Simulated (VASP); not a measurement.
Wanted: the native input for a VASP 6.6.1 run.

| Item | Value |
| --- | --- |
| Task | relaxation of shape and atoms at fixed volume |
| Functional | PBEsol |
| Potentials or basis | VASP PAW PBE potentials, release 64 (W_sv, C) |
| Cutoff | 600 eV |
| k mesh | 18 × 18 × 14 |
| Occupations | gaussian, width 0.1 eV |
| Spin | no spin polarisation |
| Dipole correction | no |
| Further INCAR settings | ALGO = Normal; EDIFF = 1e-07; IBRION = 2; EDIFFG = -0.01; NSW = 50; ISIF = 4 |

The structure of WC lies in POSCAR:

```
WC
1.0
    2.8367707074      0.0000000000      0.0000000000
   -1.4183853537      2.4567154973      0.0000000000
    0.0000000000      0.0000000000      2.7748828992
W C
1 1
Direct
    0.0000000000      0.0000000000      0.0000000000
    0.6666666667      0.3333333333      0.5000000000
```

This cell differs from its parent crystal: volume scaled by 0.94.

One way to write it, as run:

INCAR

```
SYSTEM = WC
PREC     = Accurate       ! precision mode
ENCUT    = 600            ! plane-wave cutoff, eV
EDIFF    = 1E-7           ! SCF threshold, eV
ISMEAR   = 0              ! smearing method
SIGMA    = 0.1            ! smearing width, eV
LREAL    = .FALSE.        ! projectors in reciprocal space
LASPH    = .TRUE.         ! aspherical terms in the spheres
NELM     = 100            ! most SCF steps
ALGO     = Normal         ! electronic algorithm
ISIF     = 4              ! what is computed and relaxed
LWAVE    = .FALSE.        ! write WAVECAR
LCHARG   = .FALSE.        ! write CHGCAR
GGA      = PS             ! functional
IBRION   = 2              ! ionic algorithm
NSW      = 50             ! ionic steps
EDIFFG   = -0.01          ! ionic threshold
```

KPOINTS

```
regular mesh
0
G
  18 18 14
  0 0 0
```

Potentials or basis: VASP PAW PBE potentials, release 64 (W_sv, C).

The run is started by

```bash
$ cat potpaw_PBE.64/W_sv/POTCAR potpaw_PBE.64/C/POTCAR > POTCAR
$ mpirun -np 1 vasp_std > vasp.out
```

Results of the run:

```yaml
Energy_gained_by_relaxing: 0.2 meV/atom
Ionic_steps: 3
Pressure_after_relaxing: 30.3 GPa
Band_gap_on_the_k_mesh: zero (band 9 reaches 12.62 eV, above the bottom of band 10 at 11.27 eV)
```

Caveat: the PAW data sets were made with another functional, which shifts forces and pressure a little; spin-orbit coupling is left out, which moves the levels of the heavy elements.

Wall time 2.9 min on 1 thread of Intel Xeon 8259CL, on a shared host, peak memory 0.22 GiB.
